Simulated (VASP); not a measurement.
# NaCl (Pm-3m) in VASP: density of states with PBE

Aim: the density of states of NaCl with PBE.

All numbers are computed with VASP 6.6.1; they aren't measurements. Logs are shortened: lines on timing, memory, paths and dates and some standing lists are left out, and cuts for length are marked.

## Step 1: The cell of the first run

Symmetry: Pm-3m, No. 221, cubic system. Conventional cell: a = 2.860 Å, b = 2.860 Å, c = 2.860 Å, α = 90.00°, β = 90.00°, γ = 90.00°. Within 3.3 Å of Na (site symmetry m-3m) lie 8 Cl at 2.48 Å and 6 Na at 2.86 Å. Cl (site symmetry m-3m) has 8 Na at 2.48 Å and 6 Cl at 2.86 Å within 3.3 Å.

## Step 2: Density of states, PBE

Input file POSCAR:

```
NaCl
1.0
    2.8600000000      0.0000000000      0.0000000000
    0.0000000000      2.8600000000      0.0000000000
    0.0000000000      0.0000000000      2.8600000000
Na Cl
1 1
Direct
    0.0000000000      0.0000000000      0.0000000000
    0.5000000000      0.5000000000      0.5000000000
```

Input file INCAR.step1:

```
PREC = Accurate ; ENCUT = 520
EDIFF = 1E-6 ; ISMEAR = -1
SIGMA = 0.05 ; LREAL = False
LASPH = True ; NELM = 60
ALGO = Normal ; ISIF = 2
LWAVE = False ; LCHARG = True
GGA = PE ; NBANDS = 14
```

Input file KPOINTS.step1:

```
regular mesh
0
Gamma
  7 7 7
```

Input file INCAR.step2:

```
PREC = Accurate ; ENCUT = 520
EDIFF = 1E-6 ; ISMEAR = -5
SIGMA = 0.05 ; LREAL = False
LASPH = True ; NELM = 60
ALGO = Normal ; ISIF = 2
LWAVE = False ; LCHARG = False
GGA = PE ; LORBIT = 10
NEDOS = 1001 ; ICHARG = 11
```

Input file KPOINTS.step2:

```
regular mesh
0
Gamma
  11 11 11
```

Potentials or basis: VASP PAW PBE potentials, release 64 (Na_pv, Cl).

Started as:

```
$ cat potpaw_PBE.64/Na_pv/POTCAR potpaw_PBE.64/Cl/POTCAR > POTCAR
$ cp INCAR.step1 INCAR
$ cp KPOINTS.step1 KPOINTS
$ mpirun -np 1 vasp_std > vasp.out
$ cp INCAR.step2 INCAR
$ cp KPOINTS.step2 KPOINTS
$ mpirun -np 1 vasp_std > vasp.out
```

OUTCAR:

```text
PREC = Accurate
   ENCUT = 520
   EDIFF = 1E-6
   ISMEAR = -5
   LREAL = False
   LASPH = True
   NELM = 60
   ISIF = 2
   GGA = PE
   LORBIT = 10
   ICHARG = 11

 ion  position               nearest neighbor table
   1  0.000  0.000  0.000-   2 2.48   2 2.48   2 2.48   2 2.48   2 2.48   2 2.48   2 2.48   2 2.48

   2  0.500  0.500  0.500-   1 2.48   1 2.48   1 2.48   1 2.48   1 2.48   1 2.48   1 2.48   1 2.48

  LATTYP: Found a simple cubic cell.
 ALAT       =     2.8600000000

  Lattice vectors:

 A1 = (   2.8600000000,   0.0000000000,   0.0000000000)
 A2 = (   0.0000000000,   2.8600000000,   0.0000000000)
 A3 = (   0.0000000000,   0.0000000000,   2.8600000000)

Analysis of symmetry for initial positions (statically):
=====================================================================
 Subroutine PRICEL returns:
 Original cell was already a primitive cell.

 Routine SETGRP: Setting up the symmetry group for a
 simple cubic supercell.

 Subroutine GETGRP returns: Found 48 space group operations
 (whereof 48 operations were pure point group operations)
 out of a pool of 48 trial point group operations.

The static configuration has the point symmetry O_h .

Analysis of symmetry for dynamics (positions and initial velocities):
=====================================================================
 Subroutine PRICEL returns:
 Original cell was already a primitive cell.

 Routine SETGRP: Setting up the symmetry group for a
 simple cubic supercell.

 Subroutine GETGRP returns: Found 48 space group operations
 (whereof 48 operations were pure point group operations)
 out of a pool of 48 trial point group operations.

The dynamic configuration has the point symmetry O_h .

 Subroutine INISYM returns: Found 48 space group operations
 (whereof 48 operations are pure point group operations),
 and found     1 'primitive' translations

----------------------------------------------------------------------------------------

                                     Primitive cell

  volume of cell :      23.3937

  direct lattice vectors                    reciprocal lattice vectors
     2.860000000  0.000000000  0.000000000     0.349650350  0.000000000  0.000000000
     0.000000000  2.860000000  0.000000000     0.000000000  0.349650350  0.000000000
     0.000000000  0.000000000  2.860000000     0.000000000  0.000000000  0.349650350

  length of vectors
     2.860000000  2.860000000  2.860000000     0.349650350  0.349650350  0.349650350

  position of ions in fractional coordinates (direct lattice)
     0.000000000  0.000000000  0.000000000
     0.500000000  0.500000000  0.500000000

  ion indices of the primitive-cell ions
   primitive index   ion index
                 1           1
                 2           2

----------------------------------------------------------------------------------------

 KPOINTS: regular mesh

Automatic generation of k-mesh.
 Grid dimensions read from file:
 generate k-points for:   11   11   11

 Generating k-lattice:

  Cartesian coordinates                     Fractional coordinates (reciprocal lattice)
     0.031786395  0.000000000  0.000000000     0.090909091  0.000000000  0.000000000
     0.000000000  0.031786395  0.000000000     0.000000000  0.090909091  0.000000000
     0.000000000  0.000000000  0.031786395     0.000000000  0.000000000  0.090909091

  Length of vectors
     0.031786395  0.031786395  0.031786395

  Shift w.r.t. Gamma in fractional coordinates (k-lattice)
     0.000000000  0.000000000  0.000000000

 TETIRR: Found    651 inequivalent tetrahedra from     7986

 Subroutine IBZKPT returns following result:
 ===========================================

 Found     56 irreducible k-points:

 Following reciprocal coordinates:
            Coordinates               Weight
  0.000000  0.000000  0.000000      1.000000
  0.090909  0.000000  0.000000      6.000000
  0.181818  0.000000  0.000000      6.000000
  0.272727  0.000000  0.000000      6.000000
  0.363636  0.000000  0.000000      6.000000
  0.454545  0.000000  0.000000      6.000000
[... 16 lines left out ...]
  0.181818  0.090909  0.090909     24.000000
  0.272727  0.090909  0.090909     24.000000
 [... further k-points ...]
   k-points           NKPTS =     56   k-points in BZ     NKDIM =     56   number of bands    NBANDS=     11
   number of dos      NEDOS =   1001   number of ions     NIONS =      2
   total plane-waves  NPLWV =  13824
   dimension x,y,z NGX =    24 NGY =   24 NGZ =   24
   dimension x,y,z NGXF=    48 NGYF=   48 NGZF=   48
   ions per type =               1   1
   NGX,Y,Z   is equivalent  to a cutoff of  13.95, 13.95, 13.95 a.u.
   NGXF,Y,Z  is equivalent  to a cutoff of  27.90, 27.90, 27.90 a.u.
 SYSTEM =  unknown system
   PREC   = accura    normal or accurate (medium, high low for compatibility)
   ISTART =      0    job   : 0-new  1-cont  2-samecut
   ICHARG =     11    charge: 1-file 2-atom 10-const
   ISPIN  =      1    spin polarized calculation?
   LNONCOLLINEAR =      F non collinear calculations
   LSORBIT =      F    spin-orbit coupling
   LASPH  =      T    aspherical Exc in radial PAW
   ENCUT  =  520.0 eV  38.22 Ry    6.18 a.u.   5.32  5.32  5.32*2*pi/ulx,y,z
   NELM   =     60;   NELMIN=  2; NELMDL=  0     # of ELM steps
   EDIFF  = 0.1E-05   stopping-criterion for ELM
   LREAL  =      F    real-space projection
   EDIFFG = 0.1E-04   stopping-criterion for IOM
   NSW    =      0    number of steps for IOM
   IBRION =     -1    ionic relax: 0-MD 1-quasi-New 2-CG
   NFREE  =      0    steps in history (QN), initial steepest desc. (CG)
   ISIF   =      2    stress and relaxation
   ISYM   =      2    0-nonsym 1-usesym 2-fastsym
   POTIM  = 0.5000    time-step for ionic-motion
   TEBEG  =    0.0;   TEEND  =   0.0 temperature during run
   PSTRESS=    0.0 pullay stress
   NELECT =      14.0000    total number of electrons
   NUPDOWN=      -1.0000    fix difference up-down
   EMIN   =  10.00;   EMAX   =-10.00  energy-range for DOS
   EFERMI =   0.00;   METHOD = LEGACY
   ISMEAR =    -5;   SIGMA  =   0.05  broadening in eV -4-tet -1-fermi 0-gaus
   EFERMI_NEDOS =   21; number of points for ismear=-14 and -15
   IALGO  =     38    algorithm
   IMIX   =      4    mixing-type and parameters
     AMIX     =   0.40;   BMIX     =  1.00
     AMIX_MAG =   1.60;   BMIX_MAG =  1.00
  volume/ion in A,a.u.               =      11.70        78.93
  Fermi-wavevector in a.u.,A,eV,Ry     =   1.379595  2.607056 25.895713  1.903281
  Thomas-Fermi vector in A             =   2.504550
   LORBIT       =     10    0 simple, 1 ext, 2 COOP (PROOUT), +10 PAW based schemes
   GGA     = PE    functional components
   LHFCALC =     F    Hartree Fock is set to
   AEXX    =    0.0000 exact exchange contribution
   IVDW    =     0    specifies the selected vdW correction
   LEPSILON=     F    determine dielectric tensor
   LRPA    =     F    only Hartree local field effects (RPA)
 non-spin polarized calculation
 Fermi weights with tetrahedron method with Bloechl corrections
  energy-cutoff  :      520.00
  volume of cell :       23.39
 maximum number of plane-waves:       647
 NGX is ok and might be reduce to    24

 number of electron      13.9999997 magnetization

 Free energy of the ion-electron system (eV)
  ---------------------------------------------------
  ext. energy  EPLUGINS =         0.00000000
  ---------------------------------------------------
  free energy    TOTEN  =        -4.19995982 eV

  energy without entropy =       -4.19995982  energy(sigma->0) =       -4.19995982

 E-fermi :   6.8004     XC(G=0): -11.3702

 val. band max:        6.7712682322   @ k =   0.4545   0.4545   0.0000
 cond. band min:      11.4222354472   @ k =   0.4545   0.4545   0.0000
 fundamental gap:      4.6509672150
 Fermi energy:         6.8003907671

 k-point     1 :       0.0000    0.0000    0.0000
  band No.  band energies     occupation
      1     -15.8946      2.00000
      2     -15.8946      2.00000
      3     -15.8946      2.00000
      4     -10.1677      2.00000
      5       5.5493      2.00000
      6       5.5493      2.00000
      7       5.5493      2.00000
      8      13.4869      0.00000
      9      13.4869      0.00000
     10      14.2506      0.00000
     11      24.6382      0.00000

 k-point     2 :       0.0909    0.0000    0.0000
  band No.  band energies     occupation
      1     -15.9322      2.00000
      2     -15.8918      2.00000
      3     -15.8918      2.00000
      4     -10.0569      2.00000
      5       4.8798      2.00000
      6       5.5838      2.00000
      7       5.5838      2.00000
      8      13.6173      0.00000
      9      13.9368      0.00000
     10      14.8084      0.00000
     11      23.9019      0.00000

 k-point     3 :       0.1818    0.0000    0.0000
  band No.  band energies     occupation
      1     -16.0299      2.00000
      2     -15.8841      2.00000
      3     -15.8841      2.00000
      4      -9.7483      2.00000
      5       3.4445      2.00000
      6       5.6786      2.00000
      7       5.6786      2.00000
      8      14.0013      0.00000
      9      14.4345      0.00000
     10      16.6898      0.00000
     11      22.4894      0.00000
[... 267 lines left out ...]
 k-point    23 :       0.1818    0.0909    0.0909
  band No.  band energies     occupation
      1     -16.0248      2.00000
      2     -15.9158      2.00000
      3     -15.9033      2.00000
      4      -9.5615      2.00000
      5       3.5650      2.00000
      6       5.0842      2.00000
      7       5.1165      2.00000
      8      14.9481      0.00000
      9      15.3409      0.00000
     10      16.7946      0.00000
     11      21.4280      0.00000

 k-point    24 :       0.2727    0.0909    0.0909
  band No.  band energies     occupation
      1     -16.1357      2.00000
      2     -15.9039      2.00000
      3     -15.8924      2.00000
      4      -9.1540      2.00000
      5       2.0883      2.00000
      6       5.2679      2.00000
      7       5.2813      2.00000
      8      15.4817      0.00000
      9      15.8472      0.00000
     10      18.3231      0.00000
     11      19.9152      0.00000

 [... further k-points ...]

------------------------ aborting loop because EDIFF is reached ----------------------------------------

  FORCE on cell =-STRESS in cart. coord.  units (eV):
  Direction    XX          YY          ZZ          XY          YZ          ZX
  --------------------------------------------------------------------------------------
  -------------------------------------------------------------------------------------
  Total        9.5061278      9.5061278      9.5061278      0.0000000      0.0000000     -0.0000000
  in kB      651.0526807    651.0526807    651.0526807      0.0000000      0.0000000     -0.0000000
  external PRESSURE =     651.0526807 kB  Pullay stress =       0.0000000 kB

 VOLUME and BASIS-vectors are now :
 -----------------------------------------------------------------------------
  energy-cutoff  :      520.00
  volume of cell :       23.39
      direct lattice vectors                 reciprocal lattice vectors
     2.860000000  0.000000000  0.000000000     0.349650350  0.000000000  0.000000000
     0.000000000  2.860000000  0.000000000     0.000000000  0.349650350  0.000000000
     0.000000000  0.000000000  2.860000000     0.000000000  0.000000000  0.349650350

 POSITION                                       TOTAL-FORCE (eV/Angst)
 -----------------------------------------------------------------------------------
      0.00000      0.00000      0.00000         0.000000      0.000000      0.000000
      1.43000      1.43000      1.43000         0.000000      0.000000      0.000000
 -----------------------------------------------------------------------------------
    total drift:                                0.000000     -0.000000     -0.000000

  FREE ENERGIE OF THE ION-ELECTRON SYSTEM (eV)
  ---------------------------------------------------
  free  energy   TOTEN  =        -4.1999598159 eV

  energy  without entropy=       -4.1999598159  energy(sigma->0) =       -4.19995982

 total charge

# of ion       s       p       d       tot
------------------------------------------
    1        0.097   6.056   0.000   6.152
    2        1.614   3.779   0.000   5.393
--------------------------------------------------
tot          1.710   9.835   0.000  11.545
```

Wall time 7.4 s (1 thread of AMD EPYC 9R45 (Zen 5), shared host); peak memory 0.1 GiB.

What came out:

```
Valence electrons inside the program's atomic spheres : Na 6.15; Cl 5.39
```
